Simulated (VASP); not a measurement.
# LiH (Cm) in VASP: single point with r2SCAN

Aim: the single point of LiH with r2SCAN.

All numbers are computed with VASP 6.6.1; they aren't measurements. Logs are shortened: lines on timing, memory, paths and dates and some standing lists are left out, and cuts for length are marked.

**1. The cell of the first run**

It takes space group Cm (No. 8, monoclinic). Conventional cell: a = 4.065 Å, b = 4.065 Å, c = 2.874 Å, α = 90.00°, β = 135.00°, γ = 90.00°. Li (site symmetry m) has 6 H at 1.84 to 2.23 Å within 2.4 Å. H (site symmetry m) has 6 Li at 1.84 to 2.23 Å within 2.4 Å.

**2. Single point, r2SCAN (atom 1 (Li) moved by (-0.200, -0.100) A along y and z)**

POSCAR reads:

```
LiH
1.0
    0.0000000000      2.0325000000      2.0325000000
    2.0325000000      0.0000000000      2.0325000000
    2.0325000000      2.0325000000      0.0000000000
Li H
1 1
Direct
   -0.0738007380      0.0246002460     -0.0246002460
    0.5000000000      0.5000000000      0.5000000000
```

INCAR.step1 reads:

```
  PREC = Accurate
  ENCUT = 520
  ISMEAR = 0
  SIGMA = 0.05
  LREAL = F
  LASPH = T
  NELM = 80
  NBANDS = 9
  GGA = PE
  ALGO = Normal
  EDIFF = 1E-4
  LWAVE = T
  LCHARG = F
```

INCAR.step2 reads:

```
  PREC = Accurate
  ENCUT = 520
  EDIFF = 1E-7
  ISMEAR = 0
  SIGMA = 0.05
  LREAL = F
  LASPH = T
  NELM = 80
  ALGO = Normal
  ISIF = 2
  LWAVE = F
  LCHARG = F
  METAGGA = R2SCAN
  LMIXTAU = T
  NBANDS = 9
  ISTART = 1
```

KPOINTS reads:

```
Automatic mesh
0
Gamma
  10 10 10
```

Potentials or basis: VASP PAW PBE potentials, release 64 (Li_sv, H).

The run is started by

```sh
> cat potpaw_PBE.64/Li_sv/POTCAR potpaw_PBE.64/H/POTCAR > POTCAR
> cp INCAR.step1 INCAR
> mpirun -np 1 vasp_std > vasp.out
> cp INCAR.step2 INCAR
> mpirun -np 1 vasp_std > vasp.out
```

OUTCAR:

```text
PREC = Accurate
   ENCUT = 520
   EDIFF = 1E-7
   ISMEAR = 0
   LREAL = F
   LASPH = T
   NELM = 80
   ISIF = 2
   METAGGA = R2SCAN
   ISTART = 1

 ion  position               nearest neighbor table
   1  0.926  0.025  0.975-
   2  0.500  0.500  0.500-

  LATTYP: Found a face centered cubic cell.
 ALAT       =     4.0650000000

  Lattice vectors:

 A1 = (   0.0000000000,   2.0325000000,   2.0325000000)
 A2 = (   2.0325000000,   0.0000000000,   2.0325000000)
 A3 = (   2.0325000000,   2.0325000000,   0.0000000000)

Analysis of symmetry for initial positions (statically):
=====================================================================
 Subroutine PRICEL returns:
 Original cell was already a primitive cell.

 Routine SETGRP: Setting up the symmetry group for a
 face centered cubic supercell.

 Subroutine GETGRP returns: Found  2 space group operations
 (whereof  2 operations were pure point group operations)
 out of a pool of 48 trial point group operations.

The static configuration has the point symmetry C_1h.

Analysis of symmetry for dynamics (positions and initial velocities):
=====================================================================
 Subroutine PRICEL returns:
 Original cell was already a primitive cell.

 Routine SETGRP: Setting up the symmetry group for a
 face centered cubic supercell.

 Subroutine GETGRP returns: Found  2 space group operations
 (whereof  2 operations were pure point group operations)
 out of a pool of 48 trial point group operations.

The dynamic configuration has the point symmetry C_1h.

 Subroutine INISYM returns: Found  2 space group operations
 (whereof  2 operations are pure point group operations),
 and found     1 'primitive' translations

----------------------------------------------------------------------------------------

                                     Primitive cell

  volume of cell :      16.7927

  direct lattice vectors                    reciprocal lattice vectors
     0.000000000  2.032500000  2.032500000    -0.246002460  0.246002460  0.246002460
     2.032500000  0.000000000  2.032500000     0.246002460 -0.246002460  0.246002460
     2.032500000  2.032500000  0.000000000     0.246002460  0.246002460 -0.246002460

  length of vectors
     2.874389066  2.874389066  2.874389066     0.426088760  0.426088760  0.426088760

  position of ions in fractional coordinates (direct lattice)
     0.926199262  0.024600246  0.975399754
     0.500000000  0.500000000  0.500000000

  ion indices of the primitive-cell ions
   primitive index   ion index
                 1           1
                 2           2

----------------------------------------------------------------------------------------

 KPOINTS: Automatic mesh

Automatic generation of k-mesh.
 Grid dimensions read from file:
 generate k-points for:   10   10   10

 Generating k-lattice:

  Cartesian coordinates                     Fractional coordinates (reciprocal lattice)
    -0.024600246  0.024600246  0.024600246     0.100000000  0.000000000  0.000000000
     0.024600246 -0.024600246  0.024600246     0.000000000  0.100000000  0.000000000
     0.024600246  0.024600246 -0.024600246     0.000000000  0.000000000  0.100000000

  Length of vectors
     0.042608876  0.042608876  0.042608876

  Shift w.r.t. Gamma in fractional coordinates (k-lattice)
     0.000000000  0.000000000  0.000000000

 Subroutine IBZKPT returns following result:
 ===========================================

 Found    282 irreducible k-points:

 Following reciprocal coordinates:
            Coordinates               Weight
  0.000000  0.000000  0.000000      1.000000
  0.100000  0.000000  0.000000      4.000000
  0.000000  0.100000  0.000000      4.000000
  0.200000  0.000000  0.000000      4.000000
  0.000000  0.200000  0.000000      4.000000
  0.300000  0.000000  0.000000      4.000000
[... 16 lines left out ...]
  0.100000  0.000000  0.300000      4.000000
  0.100000  0.100000 -0.200000      4.000000
 [... further k-points ...]
   k-points           NKPTS =    282   k-points in BZ     NKDIM =    282   number of bands    NBANDS=      9
   number of dos      NEDOS =    301   number of ions     NIONS =      2
   total plane-waves  NPLWV =  13824
   dimension x,y,z NGX =    24 NGY =   24 NGZ =   24
   dimension x,y,z NGXF=    48 NGYF=   48 NGZF=   48
   ions per type =               1   1
   NGX,Y,Z   is equivalent  to a cutoff of  13.88, 13.88, 13.88 a.u.
   NGXF,Y,Z  is equivalent  to a cutoff of  27.76, 27.76, 27.76 a.u.
 SYSTEM =  unknown system
   PREC   = accura    normal or accurate (medium, high low for compatibility)
   ISTART =      1    job   : 0-new  1-cont  2-samecut
   ICHARG =      0    charge: 1-file 2-atom 10-const
   ISPIN  =      1    spin polarized calculation?
   LNONCOLLINEAR =      F non collinear calculations
   LSORBIT =      F    spin-orbit coupling
   LASPH  =      T    aspherical Exc in radial PAW
   ENCUT  =  520.0 eV  38.22 Ry    6.18 a.u.   5.34  5.34  5.34*2*pi/ulx,y,z
   NELM   =     80;   NELMIN=  2; NELMDL=  0     # of ELM steps
   EDIFF  = 0.1E-06   stopping-criterion for ELM
   LREAL  =      F    real-space projection
   EDIFFG = 0.1E-05   stopping-criterion for IOM
   NSW    =      0    number of steps for IOM
   IBRION =     -1    ionic relax: 0-MD 1-quasi-New 2-CG
   NFREE  =      0    steps in history (QN), initial steepest desc. (CG)
   ISIF   =      2    stress and relaxation
   ISYM   =      2    0-nonsym 1-usesym 2-fastsym
   POTIM  = 0.5000    time-step for ionic-motion
   TEBEG  =    0.0;   TEEND  =   0.0 temperature during run
   PSTRESS=    0.0 pullay stress
   NELECT =       4.0000    total number of electrons
   NUPDOWN=      -1.0000    fix difference up-down
   EMIN   =  10.00;   EMAX   =-10.00  energy-range for DOS
   EFERMI =   0.00;   METHOD = LEGACY
   ISMEAR =     0;   SIGMA  =   0.05  broadening in eV -4-tet -1-fermi 0-gaus
   EFERMI_NEDOS =   21; number of points for ismear=-14 and -15
   IALGO  =     38    algorithm
   IMIX   =      4    mixing-type and parameters
     AMIX     =   0.40;   BMIX     =  1.00
     AMIX_MAG =   1.60;   BMIX_MAG =  1.00
  volume/ion in A,a.u.               =       8.40        56.66
  Fermi-wavevector in a.u.,A,eV,Ry     =   1.014817  1.917726 14.012000  1.029853
  Thomas-Fermi vector in A             =   2.148066
   LORBIT       =      0    0 simple, 1 ext, 2 COOP (PROOUT), +10 PAW based schemes
   METAGGA = R2SCAN    functional components
   LHFCALC =     F    Hartree Fock is set to
   AEXX    =    0.0000 exact exchange contribution
   IVDW    =     0    specifies the selected vdW correction
   LEPSILON=     F    determine dielectric tensor
   LRPA    =     F    only Hartree local field effects (RPA)
 non-spin polarized calculation
 Gauss-broadening in eV      SIGMA  =   0.05
  energy-cutoff  :      520.00
  volume of cell :       16.79
 maximum number of plane-waves:       465
 NGX is ok and might be reduce to    24
   NGX = 11   NGY = 11   NGZ = 11

 number of electron       4.0000000 magnetization

 Free energy of the ion-electron system (eV)
  ---------------------------------------------------
  ext. energy  EPLUGINS =         0.00000000
  ---------------------------------------------------
  free energy    TOTEN  =        -6.78471881 eV

  energy without entropy =       -6.78471881  energy(sigma->0) =       -6.78471881

 E-fermi :  -0.0940     XC(G=0):  -8.6672

 val. band max:       -0.3885346601   @ k =   0.0000   0.5000   0.5000
 cond. band min:       3.2302506928   @ k =   0.0000   0.5000   0.5000
 fundamental gap:      3.6187853530
 Fermi energy:        -0.0940003805

 k-point     1 :       0.0000    0.0000    0.0000
  band No.  band energies     occupation
      1     -46.1255      2.00000
      2      -5.6558      2.00000
      3      15.8589      0.00000
      4      18.5389      0.00000
      5      18.6530      0.00000
      6      19.5974      0.00000
      7      22.7044      0.00000
      8      22.7354      0.00000
      9      22.9541      0.00000

 k-point     2 :       0.1000    0.0000    0.0000
  band No.  band energies     occupation
      1     -46.1218      2.00000
      2      -5.4771      2.00000
      3      14.5317      0.00000
      4      17.5408      0.00000
      5      18.1179      0.00000
      6      18.7859      0.00000
      7      22.6588      0.00000
      8      23.6188      0.00000
      9      23.8490      0.00000

 k-point     3 :       0.0000    0.1000    0.0000
  band No.  band energies     occupation
      1     -46.1218      2.00000
      2      -5.4800      2.00000
      3      14.6670      0.00000
      4      17.1228      0.00000
      5      18.1521      0.00000
      6      19.0948      0.00000
      7      22.6164      0.00000
      8      23.6722      0.00000
      9      23.7779      0.00000

 k-point     4 :       0.2000    0.0000    0.0000
  band No.  band energies     occupation
      1     -46.1123      2.00000
      2      -4.9566      2.00000
      3      11.4120      0.00000
      4      16.2257      0.00000
      5      17.4420      0.00000
      6      17.8040      0.00000
      7      23.4384      0.00000
      8      23.6339      0.00000
      9      23.8057      0.00000
[... 205 lines left out ...]
 k-point    22 :       0.0000    0.3000    0.1000
  band No.  band energies     occupation
      1     -46.1019      2.00000
      2      -4.2847      2.00000
      3       9.3835      0.00000
      4      13.6966      0.00000
      5      15.8125      0.00000
      6      18.4537      0.00000
      7      21.9828      0.00000
      8      22.9037      0.00000
      9      24.9129      0.00000

 k-point    23 :       0.1000    0.0000    0.3000
  band No.  band energies     occupation
      1     -46.1018      2.00000
      2      -4.3024      2.00000
      3       9.4877      0.00000
      4      14.0595      0.00000
      5      15.2316      0.00000
      6      18.3535      0.00000
      7      22.1552      0.00000
      8      23.1587      0.00000
      9      24.7763      0.00000

 k-point    24 :       0.1000    0.1000   -0.2000
  band No.  band energies     occupation
      1     -46.1018      2.00000
      2      -4.2922      2.00000
      3       9.4095      0.00000
      4      13.9160      0.00000
      5      15.4845      0.00000
      6      18.4532      0.00000
      7      22.0722      0.00000
      8      23.0068      0.00000
      9      24.8548      0.00000

 [... further k-points ...]

------------------------ aborting loop because EDIFF is reached ----------------------------------------

  FORCE on cell =-STRESS in cart. coord.  units (eV):
  Direction    XX          YY          ZZ          XY          YZ          ZX
  --------------------------------------------------------------------------------------
  -------------------------------------------------------------------------------------
  Total       -0.2779598      0.0919468     -0.1804278      0.0000000     -0.0088919      0.0000000
  in kB      -26.5198421      8.7725403    -17.2144175      0.0000000     -0.8483634      0.0000000
  external PRESSURE =     -11.6539064 kB  Pullay stress =       0.0000000 kB

 VOLUME and BASIS-vectors are now :
 -----------------------------------------------------------------------------
  energy-cutoff  :      520.00
  volume of cell :       16.79
      direct lattice vectors                 reciprocal lattice vectors
     0.000000000  2.032500000  2.032500000    -0.246002460  0.246002460  0.246002460
     2.032500000  0.000000000  2.032500000     0.246002460 -0.246002460  0.246002460
     2.032500000  2.032500000  0.000000000     0.246002460  0.246002460 -0.246002460

 POSITION                                       TOTAL-FORCE (eV/Angst)
 -----------------------------------------------------------------------------------
      2.03250      3.86500      1.93250         0.000000      0.261800      0.077573
      2.03250      2.03250      2.03250         0.000000     -0.261800     -0.077573
 -----------------------------------------------------------------------------------
    total drift:                               -0.000001     -0.001998     -0.031808

  FREE ENERGIE OF THE ION-ELECTRON SYSTEM (eV)
  ---------------------------------------------------
  free  energy   TOTEN  =        -6.7847188139 eV

  energy  without entropy=       -6.7847188139  energy(sigma->0) =       -6.78471881
```

It took 3.7 min on 1 thread of Intel Xeon 8259CL, shared host; peak memory 0.17 GiB.

Results:

```yaml
Free_energy: -6.7847 eV
Largest_force: 0.273 eV/Å
Band_gap_on_the_k_mesh: 3.62 eV
```

Forces in eV/Å, atoms in the order of the input:
```
Li   0.000  0.262  0.078
H    0.000 -0.262 -0.078
```

Caveat: the cell differs from its parent crystal (atom 1 (Li) moved by (-0.200, -0.100) A along y and z); the cutoff is under 1.25 times the usual one of these potentials, so pressure, stress and relaxed cells hold a basis-set (Pulay) error; the PAW data sets were made with another functional, which shifts forces and pressure a little. A k mesh can miss the band edges.
